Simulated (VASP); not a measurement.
Crystal: C.

```
C
1.0
     2.47061    0.00000    0.00000
    -1.23531    2.13961    0.00000
     0.00000    0.00000    8.06895
C
8
Direct
  0.66667 0.33333 0.84375
  0.33333 0.66667 0.34375
  0.66667 0.33333 0.65625
  0.33333 0.66667 0.15625
  0.00000 0.00000 0.90625
  0.00000 0.00000 0.40625
  0.00000 0.00000 0.59375
  0.00000 0.00000 0.09375
```

Base run:

| Item | Value |
| --- | --- |
| Program | VASP 6.6.1 |
| Functional | RPBE |
| Potentials or basis | VASP PAW PBE potentials, release 64 (C) |
| Cutoff | 520 eV |
| k mesh | 12 × 12 × 4 |
| Occupations | fermi-dirac, width 0.05 eV |
| Spin | no spin polarisation |

Its results: band gap on the k mesh 4.55 eV (least direct gap 5.31 eV); pressure 40.3 GPa; largest force 0.368 eV/Å.

**Question.** The run is repeated on the same cell with these changes: functional from RPBE to PBE. What comes out?

**Answer.** Band gap on the k mesh 4.56 eV (least direct gap 5.31 eV); pressure 33.8 GPa; largest force 0.370 eV/Å.

PBE binds more tightly than RPBE, so the same cell stands under less pressure.

Caveats: the stress differs along the axes, from 36 to 50 GPa (at least some runs); the PAW data sets were made with another functional, which shifts forces and pressure a little (at least some runs); the stress differs along the axes, from 29 to 43 GPa (at least some runs).

A k mesh can miss the band edges.
